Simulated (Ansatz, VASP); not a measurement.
MgO in VASP and in Ansatz

```
Mg O
1.0
     3.30347    0.00000    0.00000
    -1.65173    2.86089    0.00000
     0.00000    0.00000   10.03878
Mg O
4 4
Cartesian
  -0.2720 1.9073 0.0184
  0.2720 1.9073 5.0378
  1.4963 0.9536 2.5281
  1.8072 0.9536 7.5474
  -0.1641 1.9073 2.0125
  0.1641 1.9073 7.0319
  1.9065 0.9536 4.5222
  1.3970 0.9536 9.5416
```

Change from the starting cell: mode 4 frozen in at -0.272 Å and mode 10 at +0.000 Å (largest displacements).

Alike in both runs: task single point; functional PBEsol; k mesh 9 × 9 × 4; occupations gaussian, width 0.05 eV; no spin polarisation.

|  | VASP | Ansatz |
| --- | --- | --- |
| version | VASP 6.6.1 | Ansatz 0.2.0 |
| potentials or method | VASP PAW PBE potentials, release 64 (Mg, O), cutoff 600 eV | scalar-relativistic, plane waves, PAW |
| valence electrons in the cell | 32 | 64 |

|  | VASP | Ansatz | Ansatz less VASP |
| --- | --- | --- | --- |
| gap on the k mesh at the Fermi level (eV) | 3.15 | 3.16 | +0.005 |
| least direct gap on the mesh (eV) | 3.15 | 3.16 | +0.005 |
| pressure (GPa) | -0.8 | -0.4 | +0.47 |
| traceless stress, the component that is largest in VASP (GPa) | -1.24 | -1.22 | +0.025 |
| rms of the force components (eV/Å) | 0.198 | 0.195 | -0.0023 |

VASP's potentials were made for PBE, not for PBEsol, and Ansatz warns of the same on its side. Atom by atom the forces differ by 0.003 eV/Å (rms over components). VASP's potentials hold 32 valence electrons a cell and Ansatz's 64, so a difference there can come from the potentials and not from the codes.
